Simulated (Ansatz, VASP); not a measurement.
## BeSO in VASP and in Ansatz

```
CELL_PARAMETERS angstrom
3.33500 0.00000 0.00000
0.00000 3.33500 0.00000
0.00000 0.00000 3.77742
ATOMIC_POSITIONS crystal
Be 0.00000 0.00000 0.50000
S 0.00000 0.00000 0.00000
O 0.50000 0.50000 0.00000
```

Alike in both runs: functional PBE; k mesh 6 × 6 × 4; occupations gaussian, width 0.1 eV; no spin polarisation.

Ansatz relaxed the structure, and its values are those at the end. VASP's run is a single point on that final structure, the one shown.

|  | VASP | Ansatz |
| --- | --- | --- |
| version | VASP 6.6.1 | Ansatz 0.2.0 |
| potentials or method | VASP PAW PBE potentials, release 64 (Be, S, O), cutoff 600 eV | scalar-relativistic, plane waves, PAW |
| valence electrons in the cell | 14 | 14 |

|  | VASP | Ansatz | Ansatz less VASP |
| --- | --- | --- | --- |
| gap on the k mesh at the Fermi level (eV) | none | none | - |
| pressure (GPa) | -0.3 | -0.2 | +0.13 |

A gap of «none» marks a metal or a gap that the smearing closes.

The k mesh is coarse, so the values compare programs but aren't converged.
